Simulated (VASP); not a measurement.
The system is C.

```xyz
8
Lattice="-2.4217 2.4217 2.4217 2.4217 -2.4217 2.4217 2.4217 2.4217 -2.4217" Properties=species:S:1:pos:R:3 pbc="T T T"
C    -0.7878    0.7878    0.7878
C     1.6339    1.6339    1.6339
C     0.7878   -0.7878    0.7878
C     0.7878    0.7878   -0.7878
C     1.6339   -1.6339    1.6339
C     0.7878    0.7878    0.7878
C    -1.6339    1.6339    1.6339
C     1.6339    1.6339   -1.6339
```

| Item | Value |
| --- | --- |
| Program | VASP 6.6.1 |
| Task | relaxation of cell and atoms |
| Functional | PBE |
| Potentials or basis | VASP PAW PBE potentials, release 64 (C) |
| Cutoff | 600 eV |
| k mesh | 8 × 8 × 8 |
| Occupations | gaussian, width 0.02 eV |
| Spin | no spin polarisation |

At the start: pressure 6.4 GPa; volume 7.10 Å³/atom.

How do energy, volume and symmetry change on relaxing?

Over 5 steps the energy falls by 2.7 meV/atom and the volume is 7.24 Å³/atom (+2.0 %); space group Im-3m (No. 229, to 0.1 Å) before and after.

Step by step:
```tsv
step	energy change (eV)	largest force (eV/Å)	pressure (GPa)	volume (Å³)
1	0.0000	0.0802	6.38	56.81
2	0.0125	0.4491	-6.82	59.17
3	-0.0205	0.1653	0.32	57.83
4	-0.0141	0.3768	-0.80	58.19
5	-0.0219	0.0010	-0.03	57.94
```

Final structure:
```cif
data_structure
_symmetry_space_group_name_H-M 'P 1'
_symmetry_Int_Tables_number 1
_cell_length_a 4.2221
_cell_length_b 4.2221
_cell_length_c 4.2221
_cell_angle_alpha 109.471
_cell_angle_beta 109.471
_cell_angle_gamma 109.471
_cell_volume 57.94
loop_
_atom_site_label
_atom_site_type_symbol
_atom_site_fract_x
_atom_site_fract_y
_atom_site_fract_z
_atom_site_occupancy
C1 C 0.32525 0.00000 0.00000 1
C2 C 0.67475 0.67475 0.67475 1
C3 C 0.00000 0.32525 0.00000 1
C4 C 0.00000 0.00000 0.32525 1
C5 C 0.00000 0.67475 0.00000 1
C6 C 0.32525 0.32525 0.32525 1
C7 C 0.67475 0.00000 0.00000 1
C8 C 0.00000 0.00000 0.67475 1
```
